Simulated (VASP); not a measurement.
# Al (Fm-3m) in VASP: notebook

Aim: see how the results for Al move with the level of theory and the settings. Levels: PBEsol, PBEsol+D3(BJ). Tasks: single point.

Everything below comes from runs of VASP 6.6.1. Logs are shortened: lines on timing, memory, paths and dates and some standing lists are left out, and cuts for length are marked.

### 1 The cell of the first run

The structure is cubic, space group Fm-3m (No. 225). Conventional cell: a = 4.017 Å, b = 4.017 Å, c = 4.017 Å, α = 90.00°, β = 90.00°, γ = 90.00°. Al (site symmetry m-3m) has 12 Al at 2.84 Å within 3.7 Å.

### 2 Single point, PBEsol

The input, INCAR:

```
SYSTEM = Al
PREC     = Accurate       ! precision mode
ENCUT    = 520            ! plane-wave cutoff, eV
EDIFF    = 1E-7           ! SCF threshold, eV
ISMEAR   = -1             ! smearing method
SIGMA    = 0.05           ! smearing width, eV
LREAL    = .False.        ! projectors in reciprocal space
LASPH    = .True.         ! aspherical terms in the spheres
NELM     = 60             ! most SCF steps
ALGO     = Fast           ! electronic algorithm
ISIF     = 2              ! what is computed and relaxed
LWAVE    = .False.        ! write WAVECAR
LCHARG   = .True.         ! write CHGCAR
GGA      = PS             ! functional
LELF     = .True.         ! ELF
LVHAR    = .True.       
NBANDS   = 8              ! bands
```

The input, KPOINTS:

```
regular mesh
0
Gamma
  11 11 11
  0 0 0
```

The input, POSCAR:

```
Al
1.0
    0.0000000000      2.0086813320      2.0086813320
    2.0086813320      0.0000000000      2.0086813320
    2.0086813320      2.0086813320      0.0000000000
Al
1
Direct
    0.0000000000      0.0000000000      0.0000000000
```

Potentials or basis: VASP PAW PBE potentials, release 64 (Al).

Launch:

```console
> cat potpaw_PBE.64/Al/POTCAR > POTCAR
> mpirun -np 1 vasp_std > vasp.out
```

OUTCAR:

```text
SYSTEM = Al
   PREC = Accurate
   ENCUT = 520
   EDIFF = 1E-7
   ISMEAR = -1
   LREAL = .False.
   LASPH = .True.
   NELM = 60
   ISIF = 2
   GGA = PS

 ion  position               nearest neighbor table
   1  0.000  0.000  0.000-

  LATTYP: Found a face centered cubic cell.
 ALAT       =     4.0173626640

  Lattice vectors:

 A1 = (   0.0000000000,   2.0086813320,   2.0086813320)
 A2 = (   2.0086813320,   0.0000000000,   2.0086813320)
 A3 = (   2.0086813320,   2.0086813320,   0.0000000000)

Analysis of symmetry for initial positions (statically):
=====================================================================
 Subroutine PRICEL returns:
 Original cell was already a primitive cell.

 Routine SETGRP: Setting up the symmetry group for a
 face centered cubic supercell.

 Subroutine GETGRP returns: Found 48 space group operations
[... 9 lines left out ...]

 Routine SETGRP: Setting up the symmetry group for a
 face centered cubic supercell.

 Subroutine GETGRP returns: Found 48 space group operations
 (whereof 48 operations were pure point group operations)
 out of a pool of 48 trial point group operations.

The dynamic configuration has the point symmetry O_h .

 Subroutine INISYM returns: Found 48 space group operations
 (whereof 48 operations are pure point group operations),
 and found     1 'primitive' translations

----------------------------------------------------------------------------------------

                                     Primitive cell

  volume of cell :      16.2093

  direct lattice vectors                    reciprocal lattice vectors
     0.000000000  2.008681332  2.008681332    -0.248919523  0.248919523  0.248919523
     2.008681332  0.000000000  2.008681332     0.248919523 -0.248919523  0.248919523
     2.008681332  2.008681332  0.000000000     0.248919523  0.248919523 -0.248919523

  length of vectors
     2.840704382  2.840704382  2.840704382     0.431141262  0.431141262  0.431141262

  position of ions in fractional coordinates (direct lattice)
     0.000000000  0.000000000  0.000000000

  ion indices of the primitive-cell ions
   primitive index   ion index
                 1           1

----------------------------------------------------------------------------------------

 KPOINTS: regular mesh

Automatic generation of k-mesh.
 Grid dimensions read from file:
 generate k-points for:   11   11   11

 Generating k-lattice:

  Cartesian coordinates                     Fractional coordinates (reciprocal lattice)
    -0.022629048  0.022629048  0.022629048     0.090909091  0.000000000  0.000000000
     0.022629048 -0.022629048  0.022629048     0.000000000  0.090909091  0.000000000
     0.022629048  0.022629048 -0.022629048     0.000000000  0.000000000  0.090909091

  Length of vectors
     0.039194660  0.039194660  0.039194660

  Shift w.r.t. Gamma in fractional coordinates (k-lattice)
     0.000000000  0.000000000  0.000000000

 Subroutine IBZKPT returns following result:
 ===========================================

 Found     56 irreducible k-points:

 Following reciprocal coordinates:
            Coordinates               Weight
  0.000000  0.000000  0.000000      1.000000
  0.090909  0.000000  0.000000      8.000000
  0.181818  0.000000  0.000000      8.000000
  0.272727  0.000000  0.000000      8.000000
  0.363636  0.000000  0.000000      8.000000
  0.454545  0.000000  0.000000      8.000000
[... 16 lines left out ...]
 -0.272727  0.181818  0.000000     24.000000
 -0.181818  0.181818  0.000000     12.000000
 [... further k-points ...]
   k-points           NKPTS =     56   k-points in BZ     NKDIM =     56   number of bands    NBANDS=      8
   number of dos      NEDOS =    301   number of ions     NIONS =      1
   total plane-waves  NPLWV =  13824
   dimension x,y,z NGX =    24 NGY =   24 NGZ =   24
   dimension x,y,z NGXF=    48 NGYF=   48 NGZF=   48
   ions per type =               1
   NGX,Y,Z   is equivalent  to a cutoff of  14.05, 14.05, 14.05 a.u.
   NGXF,Y,Z  is equivalent  to a cutoff of  28.09, 28.09, 28.09 a.u.
 SYSTEM =  Al
   PREC   = accura    normal or accurate (medium, high low for compatibility)
   ISTART =      0    job   : 0-new  1-cont  2-samecut
   ICHARG =      2    charge: 1-file 2-atom 10-const
   ISPIN  =      1    spin polarized calculation?
   LNONCOLLINEAR =      F non collinear calculations
   LSORBIT =      F    spin-orbit coupling
   LASPH  =      T    aspherical Exc in radial PAW
   ENCUT  =  520.0 eV  38.22 Ry    6.18 a.u.   5.28  5.28  5.28*2*pi/ulx,y,z
   NELM   =     60;   NELMIN=  2; NELMDL= -5     # of ELM steps
   EDIFF  = 0.1E-06   stopping-criterion for ELM
   LREAL  =      F    real-space projection
   EDIFFG = 0.1E-05   stopping-criterion for IOM
   NSW    =      0    number of steps for IOM
   IBRION =     -1    ionic relax: 0-MD 1-quasi-New 2-CG
   NFREE  =      0    steps in history (QN), initial steepest desc. (CG)
   ISIF   =      2    stress and relaxation
   ISYM   =      2    0-nonsym 1-usesym 2-fastsym
   POTIM  = 0.5000    time-step for ionic-motion
   TEBEG  =    0.0;   TEEND  =   0.0 temperature during run
   PSTRESS=    0.0 pullay stress
   NELECT =       3.0000    total number of electrons
   NUPDOWN=      -1.0000    fix difference up-down
   EMIN   =  10.00;   EMAX   =-10.00  energy-range for DOS
   EFERMI =   0.00;   METHOD = LEGACY
   ISMEAR =    -1;   SIGMA  =   0.05  broadening in eV -4-tet -1-fermi 0-gaus
   EFERMI_NEDOS =   21; number of points for ismear=-14 and -15
   IALGO  =     68    algorithm
   IMIX   =      4    mixing-type and parameters
     AMIX     =   0.40;   BMIX     =  1.00
     AMIX_MAG =   1.60;   BMIX_MAG =  1.00
  volume/ion in A,a.u.               =      16.21       109.39
  Fermi-wavevector in a.u.,A,eV,Ry     =   0.932955  1.763030 11.842589  0.870406
  Thomas-Fermi vector in A             =   2.059607
   LORBIT       =      0    0 simple, 1 ext, 2 COOP (PROOUT), +10 PAW based schemes
   GGA     = PS    functional components
   LHFCALC =     F    Hartree Fock is set to
   AEXX    =    0.0000 exact exchange contribution
   IVDW    =     0    specifies the selected vdW correction
   LEPSILON=     F    determine dielectric tensor
   LRPA    =     F    only Hartree local field effects (RPA)
 non-spin polarized calculation
 RMM-DIIS sequential band-by-band and
  energy-cutoff  :      520.00
  volume of cell :       16.21
 maximum number of plane-waves:       448
 NGX is ok and might be reduce to    24
   NGX = 11   NGY = 11   NGZ = 11

 number of electron       3.0000000 magnetization

 Free energy of the ion-electron system (eV)
  ---------------------------------------------------
  ext. energy  EPLUGINS =         0.00000000
  ---------------------------------------------------
  free energy    TOTEN  =        -4.10184533 eV

  energy without entropy =       -4.09789970  energy(sigma->0) =       -4.09987252

 E-fermi :   8.1397     XC(G=0): -10.3218

 val. band max:        8.1184701246   @ k =  -0.4545   0.3636   0.0000
 cond. band min:       8.1668034276   @ k =   0.4545   0.1818   0.0909
 fundamental gap:      0.0483333030
 Fermi energy:         8.1396993684

 k-point     1 :       0.0000    0.0000    0.0000
  band No.  band energies     occupation
      1      -3.1171      2.00000
      2      20.8294      0.00000
      3      20.8294      0.00000
      4      20.8294      0.00000
      5      22.4566      0.00000
      6      22.4566      0.00000
      7      22.4566      0.00000
      8      24.7493      0.00000

 k-point     2 :       0.0909    0.0000    0.0000
  band No.  band energies     occupation
      1      -2.8900      2.00000
      2      17.9168      0.00000
      3      20.2160      0.00000
      4      20.2160      0.00000
      5      23.0872      0.00000
      6      23.4172      0.00000
      7      23.4172      0.00000
      8      26.5732      0.00000

 k-point     3 :       0.1818    0.0000    0.0000
  band No.  band energies     occupation
      1      -2.2107      2.00000
      2      14.2325      0.00000
      3      19.4922      0.00000
      4      19.4922      0.00000
      5      22.8385      0.00000
      6      24.2217      0.00000
      7      24.2217      0.00000
      8      25.6925      0.00000

 k-point     4 :       0.2727    0.0000    0.0000
  band No.  band energies     occupation
      1      -1.0860      2.00000
      2      10.7674      0.00000
      3      19.0852      0.00000
      4      19.0852      0.00000
      5      22.6166      0.00000
      6      22.6287      0.00000
      7      22.6287      0.00000
      8      26.6878      0.00000

 k-point     5 :       0.3636    0.0000    0.0000
  band No.  band energies     occupation
      1       0.4736      2.00000
      2       7.6271      1.99993
      3      19.0429      0.00000
      4      19.0429      0.00000
      5      21.1827      0.00000
      6      21.1827      0.00000
      7      22.6828      0.00000
      8      25.1869      0.00000
[... 177 lines left out ...]
 k-point    22 :      -0.3636    0.1818    0.0000
  band No.  band energies     occupation
      1       2.5241      2.00000
      2       6.4717      2.00000
      3      12.8716      0.00000
      4      17.2993      0.00000
      5      19.2170      0.00000
      6      23.7387      0.00000
      7      26.4284      0.00000
      8      29.3630      0.00000

 k-point    23 :      -0.2727    0.1818    0.0000
  band No.  band energies     occupation
      1       0.6946      2.00000
      2       9.2878      0.00000
      3      12.7382      0.00000
      4      18.5288      0.00000
      5      20.5314      0.00000
      6      23.4995      0.00000
      7      25.9760      0.00000
      8      26.4845      0.00000

 k-point    24 :      -0.1818    0.1818    0.0000
  band No.  band energies     occupation
      1      -0.7131      2.00000
      2      11.9820      0.00000
      3      13.4873      0.00000
      4      20.1316      0.00000
      5      22.1715      0.00000
      6      23.1754      0.00000
      7      24.3879      0.00000
      8      25.3434      0.00000

 [... further k-points ...]
[... 5 lines left out ...]
  --------------------------------------------------------------------------------------
  -------------------------------------------------------------------------------------
  Total        0.0030948      0.0030948      0.0030948      0.0000000      0.0000000     -0.0000000
  in kB        0.3059053      0.3059053      0.3059053      0.0000000      0.0000000     -0.0000000
  external PRESSURE =       0.3059053 kB  Pullay stress =       0.0000000 kB

 VOLUME and BASIS-vectors are now :
 -----------------------------------------------------------------------------
  energy-cutoff  :      520.00
  volume of cell :       16.21
      direct lattice vectors                 reciprocal lattice vectors
     0.000000000  2.008681332  2.008681332    -0.248919523  0.248919523  0.248919523
     2.008681332  0.000000000  2.008681332     0.248919523 -0.248919523  0.248919523
     2.008681332  2.008681332  0.000000000     0.248919523  0.248919523 -0.248919523

 POSITION                                       TOTAL-FORCE (eV/Angst)
 -----------------------------------------------------------------------------------
      0.00000      0.00000      0.00000         0.000000      0.000000     -0.000000
 -----------------------------------------------------------------------------------
    total drift:                                0.000000      0.000000     -0.000000

  FREE ENERGIE OF THE ION-ELECTRON SYSTEM (eV)
  ---------------------------------------------------
  free  energy   TOTEN  =        -4.1018453276 eV

  energy  without entropy=       -4.0978997028  energy(sigma->0) =       -4.09987252
```

Wall time 7.1 s (1 thread of AMD EPYC 7R13 (Zen 3), shared host); peak memory 0.1 GiB.

Results:

| Item | Value |
| --- | --- |
| Free energy | -4.1018 eV |
| Pressure | 0.0 GPa |

Caveat: the PAW data sets were made with another functional, which shifts forces and pressure a little.

[end of part 1 of 2]
